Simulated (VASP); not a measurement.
# Sb in VASP: a series of runs, part 2 of 2

VASP 6.6.1. The steps go on from the part before.

### Step 4. Single point, PBEsol

INCAR

```
SYSTEM = Sb
PREC     = Accurate       ! precision mode
ENCUT    = 520            ! plane-wave cutoff, eV
EDIFF    = 1E-6           ! SCF threshold, eV
ISMEAR   = -5             ! smearing method
SIGMA    = 0.1            ! smearing width, eV
LREAL    = .False.        ! projectors in reciprocal space
LASPH    = .True.         ! aspherical terms in the spheres
NELM     = 80             ! most SCF steps
ALGO     = Normal         ! electronic algorithm
ISIF     = 2              ! what is computed and relaxed
LWAVE    = .False.        ! write WAVECAR
LCHARG   = .True.         ! write CHGCAR
GGA      = PS             ! functional
LELF     = .True.         ! ELF
LVHAR    = .True.       
NBANDS   = 8              ! bands
```

KPOINTS

```
regular mesh
0
Gamma
  12 12 12
  0 0 0
```

POSCAR

```
Sb
1.0
    3.0833436100      0.0000000000      0.0000000000
    0.0000000000      3.0833436100      0.0000000000
    0.0000000000      0.0000000000      3.0833436100
Sb
1
Direct
    0.0000000000      0.0000000000      0.0000000000
```

Potentials or basis: VASP PAW PBE potentials, release 64 (Sb).

Command:

```bash
$ cat potpaw_PBE.64/Sb/POTCAR > POTCAR
$ mpirun -np 1 vasp_std > vasp.out
```

OUTCAR:

```text
SYSTEM = Sb
   PREC = Accurate
   ENCUT = 520
   EDIFF = 1E-6
   ISMEAR = -5
   LREAL = .False.
   LASPH = .True.
   NELM = 80
   ISIF = 2
   GGA = PS

 ion  position               nearest neighbor table
   1  0.000  0.000  0.000-

  LATTYP: Found a simple cubic cell.
 ALAT       =     3.0833436100

  Lattice vectors:

 A1 = (   3.0833436100,   0.0000000000,   0.0000000000)
 A2 = (   0.0000000000,   3.0833436100,   0.0000000000)
 A3 = (   0.0000000000,   0.0000000000,   3.0833436100)

Analysis of symmetry for initial positions (statically):
=====================================================================
 Subroutine PRICEL returns:
 Original cell was already a primitive cell.

 Routine SETGRP: Setting up the symmetry group for a
 simple cubic supercell.

 Subroutine GETGRP returns: Found 48 space group operations
 (whereof 48 operations were pure point group operations)
 out of a pool of 48 trial point group operations.

The static configuration has the point symmetry O_h .

Analysis of symmetry for dynamics (positions and initial velocities):
=====================================================================
 Subroutine PRICEL returns:
 Original cell was already a primitive cell.

 Routine SETGRP: Setting up the symmetry group for a
 simple cubic supercell.

 Subroutine GETGRP returns: Found 48 space group operations
 (whereof 48 operations were pure point group operations)
 out of a pool of 48 trial point group operations.

The dynamic configuration has the point symmetry O_h .

 Subroutine INISYM returns: Found 48 space group operations
 (whereof 48 operations are pure point group operations),
 and found     1 'primitive' translations

----------------------------------------------------------------------------------------

                                     Primitive cell

  volume of cell :      29.3134
[... 104 lines left out ...]
   ISMEAR =    -5;   SIGMA  =   0.10  broadening in eV -4-tet -1-fermi 0-gaus
   EFERMI_NEDOS =   21; number of points for ismear=-14 and -15
   IALGO  =     38    algorithm
   IMIX   =      4    mixing-type and parameters
     AMIX     =   0.40;   BMIX     =  1.00
     AMIX_MAG =   1.60;   BMIX_MAG =  1.00
  volume/ion in A,a.u.               =      29.31       197.82
  Fermi-wavevector in a.u.,A,eV,Ry     =   0.907910  1.715702 11.215296  0.824301
  Thomas-Fermi vector in A             =   2.031774
   LORBIT       =      0    0 simple, 1 ext, 2 COOP (PROOUT), +10 PAW based schemes
   GGA     = PS    functional components
   LHFCALC =     F    Hartree Fock is set to
   AEXX    =    0.0000 exact exchange contribution
   IVDW    =     0    specifies the selected vdW correction
   LEPSILON=     F    determine dielectric tensor
   LRPA    =     F    only Hartree local field effects (RPA)
 non-spin polarized calculation
 Fermi weights with tetrahedron method with Bloechl corrections
  energy-cutoff  :      520.00
  volume of cell :       29.31
 maximum number of plane-waves:       840
 NGX is ok and might be reduce to    24
   NGX = 11   NGY = 11   NGZ = 11

 number of electron       4.9999999 magnetization

 Free energy of the ion-electron system (eV)
  ---------------------------------------------------
  ext. energy  EPLUGINS =         0.00000000
  ---------------------------------------------------
  free energy    TOTEN  =        -4.53069154 eV

  energy without entropy =       -4.53069154  energy(sigma->0) =       -4.53069154

 E-fermi :   7.2215     XC(G=0):  -9.8261

 val. band max:        7.4340455184   @ k =   0.1667   0.1667   0.0000
 cond. band min:       6.8934849976   @ k =   0.3333   0.3333   0.3333
 fundamental gap:     -0.5405605208
 Fermi energy:         7.2214743368

 k-point     1 :       0.0000    0.0000    0.0000
  band No.  band energies     occupation
      1      -5.3274      2.00000
      2      10.5137      0.00000
      3      10.5137      0.00000
      4      10.5137      0.00000
      5      14.1764      0.00000
      6      14.1764      0.00000
      7      15.4547      0.00000
      8      25.0366      0.00000
[... 243 lines left out ...]
 k-point    24 :       0.4167    0.3333    0.0000
  band No.  band energies     occupation
      1      -1.5879      2.00000
      2       3.4294      2.00000
      3       5.3775      2.07621
      4      11.2285      0.00000
      5      13.7975      0.00000
      6      18.1082      0.00000
      7      20.2267      0.00000
      8      20.4096      0.00000

 [... further k-points ...]
[... 5 lines left out ...]
  --------------------------------------------------------------------------------------
  -------------------------------------------------------------------------------------
  Total       -0.2739361     -0.2739361     -0.2739361     -0.0000000     -0.0000000     -0.0000000
  in kB      -14.9724920    -14.9724920    -14.9724920     -0.0000000     -0.0000000     -0.0000000
  external PRESSURE =     -14.9724920 kB  Pullay stress =       0.0000000 kB

 VOLUME and BASIS-vectors are now :
 -----------------------------------------------------------------------------
  energy-cutoff  :      520.00
  volume of cell :       29.31
      direct lattice vectors                 reciprocal lattice vectors
     3.083343610  0.000000000  0.000000000     0.324323243  0.000000000  0.000000000
     0.000000000  3.083343610  0.000000000     0.000000000  0.324323243  0.000000000
     0.000000000  0.000000000  3.083343610     0.000000000  0.000000000  0.324323243

 POSITION                                       TOTAL-FORCE (eV/Angst)
 -----------------------------------------------------------------------------------
      0.00000      0.00000      0.00000         0.000000      0.000000      0.000000
 -----------------------------------------------------------------------------------
    total drift:                                0.000000      0.000000      0.000000

  FREE ENERGIE OF THE ION-ELECTRON SYSTEM (eV)
  ---------------------------------------------------
  free  energy   TOTEN  =        -4.5306915450 eV

  energy  without entropy=       -4.5306915450  energy(sigma->0) =       -4.53069154
```

It took 17 s on 1 thread of Intel Xeon 8259CL, shared host; peak memory 0.15 GiB.

What came out:

```
Free energy : -4.5307 eV
Pressure    : -1.5 GPa
```

Caveat: the PAW data sets were made with another functional, which shifts forces and pressure a little; spin-orbit coupling is left out, which moves the levels of the heavy elements; tetrahedron occupations give inexact forces and stress in metals.

### Step 5. Single point, PBEsol (z stretched by +2 % at fixed volume)

INCAR

```
SYSTEM = Sb
PREC = Accurate
ENCUT = 520
EDIFF = 1E-6
ISMEAR = -1
SIGMA = 0.05
LREAL = .FALSE.
LASPH = .TRUE.
NELM = 100
ALGO = Normal
ISIF = 2
LWAVE = .FALSE.
LCHARG = .TRUE.
GGA = PS
LELF = .TRUE.
LVHAR = .TRUE.
NBANDS = 8
```

KPOINTS

```
regular mesh
0
G
  12 12 12
  0 0 0
```

POSCAR

```
Sb
1.0
    3.0529650997      0.0000000000      0.0000000000
    0.0000000000      3.0529650997      0.0000000000
    0.0000000000      0.0000000000      3.1450104822
Sb
1
Direct
    0.0000000000      0.0000000000      0.0000000000
```

Potentials or basis: VASP PAW PBE potentials, release 64 (Sb).

Command:

```bash
$ cat potpaw_PBE.64/Sb/POTCAR > POTCAR
$ mpirun -np 1 vasp_std > vasp.out
```

OUTCAR:

```text
SYSTEM = Sb
   PREC = Accurate
   ENCUT = 520
   EDIFF = 1E-6
   ISMEAR = -1
   LREAL = .FALSE.
   LASPH = .TRUE.
   NELM = 100
   ISIF = 2
   GGA = PS

 ion  position               nearest neighbor table
   1  0.000  0.000  0.000-

  LATTYP: Found a simple tetragonal cell.
 ALAT       =     3.0529650997
 C/A-ratio  =     1.0301495037

  Lattice vectors:

 A1 = (   3.0529650997,   0.0000000000,   0.0000000000)
 A2 = (   0.0000000000,   3.0529650997,   0.0000000000)
 A3 = (   0.0000000000,   0.0000000000,   3.1450104822)

Analysis of symmetry for initial positions (statically):
=====================================================================
 Subroutine PRICEL returns:
 Original cell was already a primitive cell.

 Routine SETGRP: Setting up the symmetry group for a
 simple tetragonal supercell.

 Subroutine GETGRP returns: Found 16 space group operations
 (whereof 16 operations were pure point group operations)
 out of a pool of 16 trial point group operations.

The static configuration has the point symmetry D_4h.

Analysis of symmetry for dynamics (positions and initial velocities):
[... 152 lines left out ...]
  ---------------------------------------------------
  free energy    TOTEN  =        -4.51791827 eV

  energy without entropy =       -4.51311443  energy(sigma->0) =       -4.51551635

 E-fermi :   7.2757     XC(G=0):  -9.8277

 val. band max:        7.2528084351   @ k =   0.4167   0.3333   0.3333
 cond. band min:       7.2970749311   @ k =   0.5000   0.0000   0.2500
 fundamental gap:      0.0442664961
 Fermi energy:         7.2757307165

 k-point     1 :       0.0000    0.0000    0.0000
  band No.  band energies     occupation
      1      -5.3379      2.00000
      2       9.9574      0.00000
      3      10.7919      0.00000
      4      10.7919      0.00000
      5      13.8726      0.00000
      6      14.3700      0.00000
      7      15.5683      0.00000
      8      24.9091      0.00000
[... 243 lines left out ...]
 k-point    24 :       0.4167    0.3333    0.0000
  band No.  band energies     occupation
      1      -1.4281      2.00000
      2       3.4770      2.00000
      3       5.5292      2.00000
      4      11.3310      0.00000
      5      13.3828      0.00000
      6      17.7644      0.00000
      7      19.8058      0.00000
      8      20.0965      0.00000

 [... further k-points ...]
[... 5 lines left out ...]
  --------------------------------------------------------------------------------------
  -------------------------------------------------------------------------------------
  Total       -0.0919702     -0.0919702     -0.4349414      0.0000000      0.0000000      0.0000000
  in kB       -5.0268020     -5.0268020    -23.7725369      0.0000000      0.0000000      0.0000000
  external PRESSURE =     -11.2753803 kB  Pullay stress =       0.0000000 kB

 VOLUME and BASIS-vectors are now :
 -----------------------------------------------------------------------------
  energy-cutoff  :      520.00
  volume of cell :       29.31
      direct lattice vectors                 reciprocal lattice vectors
     3.052965100  0.000000000  0.000000000     0.327550420  0.000000000  0.000000000
     0.000000000  3.052965100  0.000000000     0.000000000  0.327550420  0.000000000
     0.000000000  0.000000000  3.145010482     0.000000000  0.000000000  0.317963964

 POSITION                                       TOTAL-FORCE (eV/Angst)
 -----------------------------------------------------------------------------------
      0.00000      0.00000      0.00000         0.000000      0.000000      0.000000
 -----------------------------------------------------------------------------------
    total drift:                                0.000000      0.000000      0.000000

  FREE ENERGIE OF THE ION-ELECTRON SYSTEM (eV)
  ---------------------------------------------------
  free  energy   TOTEN  =        -4.5179182713 eV

  energy  without entropy=       -4.5131144290  energy(sigma->0) =       -4.51551635
```

OSZICAR:

```text
N       E                     dE             d eps       ncg     rms          rms(c)
DAV:   1     0.479253373155E+01    0.47925E+01   -0.16018E+03  3160   0.403E+02
DAV:   2    -0.440892276345E+01   -0.92015E+01   -0.88125E+01  4528   0.520E+01
DAV:   3    -0.451945484309E+01   -0.11053E+00   -0.11033E+00  3560   0.655E+00
DAV:   4    -0.451996443333E+01   -0.50959E-03   -0.50959E-03  4736   0.545E-01
DAV:   5    -0.451996639000E+01   -0.19567E-05   -0.19565E-05  3920   0.221E-02    0.192E+00
DAV:   6    -0.451878506941E+01    0.11813E-02   -0.28986E-04  4336   0.120E-01    0.114E+00
DAV:   7    -0.451790810257E+01    0.87697E-03   -0.77662E-04  3528   0.186E-01    0.576E-02
DAV:   8    -0.451791743879E+01   -0.93362E-05   -0.23074E-05  4680   0.329E-02    0.488E-03
DAV:   9    -0.451791827129E+01   -0.83250E-06   -0.65602E-07  3848   0.559E-03
   1 F= -.45179183E+01 E0= -.45155164E+01  d E =-.480384E-02
```

It took 30 s on 1 thread of Intel Xeon 8259CL, shared host; peak memory 0.17 GiB.

Results:

| Property | Result |
| --- | --- |
| Free energy | -4.5179 eV |
| Pressure | -1.1 GPa |

Stress tensor (GPa, compression positive):
```
-0.50  0.00  0.00
 0.00 -0.50  0.00
 0.00  0.00 -2.38
```

Levels at points of the mesh, in eV from the Fermi level:
```tsv
k point	band 1	band 2	band 3	band 4	band 5	band 6
(0.00, 0.00, 0.00)	-12.61	2.68	3.52	3.52	6.60	7.09
(0.50, 0.00, 0.00)	-9.99	-5.82	4.85	5.70	9.00	10.26
(0.50, 0.50, 0.00)	-7.19	-3.64	-3.64	2.03	7.05	12.81
(0.00, 0.00, 0.50)	-10.38	-5.73	5.38	5.38	9.04	10.80
(0.50, 0.00, 0.50)	-7.61	-3.92	-3.51	1.97	7.61	13.05
(0.50, 0.50, 0.50)	-4.51	-1.86	-1.86	-1.41	4.56	4.81
```

Caveat: the PAW data sets were made with another functional, which shifts forces and pressure a little; spin-orbit coupling is left out, which moves the levels of the heavy elements.

### Step 6. Summary

```csv
cell,smearing,gap on the mesh (eV),pressure (GPa)
"a = 3.083 Å, 1 atom",fermi-dirac 0.15 eV,none,-1.0
"a = 3.083 Å, 1 atom",fermi-dirac 0.28 eV,none,-0.7
"a = 3.083 Å, 1 atom",tetrahedron,none,-1.5
"a = 3.053, b = 3.053, c = 3.145 Å, 1 atom",fermi-dirac 0.05 eV,none,-1.1
```

Alike in all rows: task single point; level PBEsol; potentials or basis VASP PAW PBE potentials, release 64 (Sb); no spin polarisation; k mesh 12 × 12 × 12; cutoff (eV) 520.

Every run on the cell as given and a fine mesh finds a metal.

Caveats: the PAW data sets were made with another functional, which shifts forces and pressure a little; spin-orbit coupling is left out, which moves the levels of the heavy elements; tetrahedron occupations give inexact forces and stress in metals (some runs).

Total energies depend on the potentials used, so only differences within one code and one set of settings carry meaning.
